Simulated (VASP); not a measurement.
Input of a VASP 6.6.1 run:

File INCAR:

```
SYSTEM = MgO
PREC = Accurate ; ENCUT = 520
EDIFF = 1E-7 ; ISMEAR = -1
SIGMA = 0.02 ; LREAL = Auto
LASPH = .TRUE. ; NELM = 100
ALGO = Normal ; ISIF = 2
LWAVE = .FALSE. ; LCHARG = .TRUE.
GGA = PE ; LELF = .TRUE.
LVHAR = .TRUE. ; NBANDS = 46
```

File KPOINTS:

```
Automatic mesh
0
Gamma
  2 2 2
  0.5 0.5 0.5
```

The input POSCAR:

```
MgO
1.0
    3.4863778627      0.0000000000     -4.1780412200
    3.4863778627      0.0000000000      4.1780412200
    0.0000000001     -6.0385835926      0.0000000000
Mg O
8 8
Direct
    0.1130445394      0.8742500499      0.3520477886
    0.8722220237      0.6303689766      0.8473245293
    0.6225549539      0.3775638334      0.3516200393
    0.3728239006      0.1274689732      0.8395473744
    0.1215943144      0.3731985818      0.1824297011
    0.8802918903      0.1342082985      0.6877707224
    0.6155272876      0.8827474851      0.1829902630
    0.3690428966      0.6229597308      0.6777407214
    0.3690551868      0.6266005157      0.3462674596
    0.1241172411      0.3770932039      0.8448868715
    0.8787151306      0.1253673693      0.3482472285
    0.6149284824      0.8738074505      0.8426437958
    0.8853733051      0.6181100252      0.1730586294
    0.6210383507      0.3733538628      0.6847963494
    0.3639970733      0.1341391209      0.1711537125
    0.1201687652      0.8711850513      0.6816174583
```

Potentials or basis: VASP PAW PBE potentials, release 64 (Mg, O).

The run is started by

```sh
$ cat potpaw_PBE.64/Mg/POTCAR potpaw_PBE.64/O/POTCAR > POTCAR
$ mpirun -np 1 vasp_std > vasp.out
```

Predict the pressure.

4.5 GPa.

What does it give for the band gap on the k mesh?

5.32 eV.

Forces in eV/Å, atoms in the order of the input:
```
Mg   0.280  0.491 -0.321
Mg  -0.239 -0.016 -0.036
Mg   0.044  0.464 -0.013
Mg  -0.269 -0.387 -0.080
Mg   0.268  0.439 -0.005
Mg  -0.761  0.320  0.029
Mg  -0.110  0.379 -0.206
Mg   0.171 -0.194  0.057
O    0.389 -0.146 -0.223
O    0.025  0.010  0.003
O   -0.561 -0.234  0.492
O    0.450 -0.332 -0.233
O   -0.357 -0.652  1.106
O    0.380  0.461  0.019
O    0.068 -0.720 -0.875
O    0.221  0.116  0.288
```

Caveat: the k points lie up to 0.59 Å⁻¹ apart; the atoms stand as in a frame of molecular dynamics; a shifted mesh leaves out Γ, where band edges can lie; forces of over 1 eV/Å act on the atoms, so gaps and moduli don't describe the material at rest. A k mesh can miss the band edges.
